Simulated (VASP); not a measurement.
Set up this calculation in VASP 6.6.1, as the native input.

```yaml
Task: relaxation of cell and atoms
Functional: PBE
Potentials_or_basis: VASP PAW PBE potentials, release 64 (Li_sv, Nb_sv, P)
Cutoff: 600 eV
k_mesh: 9 × 9 × 10
Occupations: gaussian, width 0.1 eV
Spin: no spin polarisation
Dipole_correction: no
Further_INCAR_settings: ALGO = Normal; EDIFF = 1e-07; IBRION = 2; EDIFFG = -0.01; NSW = 100; ISIF = 3
```

The structure of Li3NbP2 lies in POSCAR:

```
Li3NbP2
1.0
    5.1003049900      0.0000000000      0.0000000000
   -2.5501525000      4.4169936900      0.0000000000
    0.0000000000      0.0000000000      3.7243510600
Li Nb P
3 1 2
Direct
    0.0000000000      0.5000000000      0.5000000000
    0.5000000000      0.0000000000      0.5000000000
    0.5000000000      0.5000000000      0.5000000000
    0.0000000000      0.0000000000      0.0000000000
    0.3333333300      0.6666666700      0.0000000000
    0.6666666700      0.3333333300      0.0000000000
```

One way to write it, as run:

INCAR

```
SYSTEM = Li3NbP2
  PREC = Accurate
  ENCUT = 600
  EDIFF = 1E-7
  ISMEAR = 0
  SIGMA = 0.1
  LREAL = .False.
  LASPH = .True.
  NELM = 100
  ALGO = Normal
  ISIF = 3
  LWAVE = .False.
  LCHARG = .False.
  GGA = PE
  IBRION = 2
  NSW = 100
  EDIFFG = -0.01
```

KPOINTS

```
regular mesh
0
Gamma
  9 9 10
  0 0 0
```

Potentials or basis: VASP PAW PBE potentials, release 64 (Li_sv, Nb_sv, P).

Run with:

```console
$ cat potpaw_PBE.64/Li_sv/POTCAR potpaw_PBE.64/Nb_sv/POTCAR potpaw_PBE.64/P/POTCAR > POTCAR
$ mpirun -np 1 vasp_std > vasp.out
```

It gave:

The relaxed volume is 13.24 Å³/atom and the relaxed cell is a = 4.776 Å, b = 4.776 Å, c = 4.023 Å, α = 90.00°, β = 90.00°, γ = 120.00°. The space group after relaxing (to 0.05 Å) is P6/mmm (No. 191) and the energy gained by relaxing is 96.7 meV/atom. The ionic steps are 6, the pressure after relaxing is 0.0 GPa and the band gap on the k mesh is zero (band 16 reaches 8.63 eV, above the bottom of band 17 at 6.33 eV).

Caveat: the cutoff is under 1.25 times the usual one of these potentials, so pressure, stress and relaxed cells hold a basis-set (Pulay) error.

It took 7.4 min on 1 thread of Intel(R) Xeon(R) 6975P-C (Granite Rapids), on a shared host, peak memory 0.32 GiB.
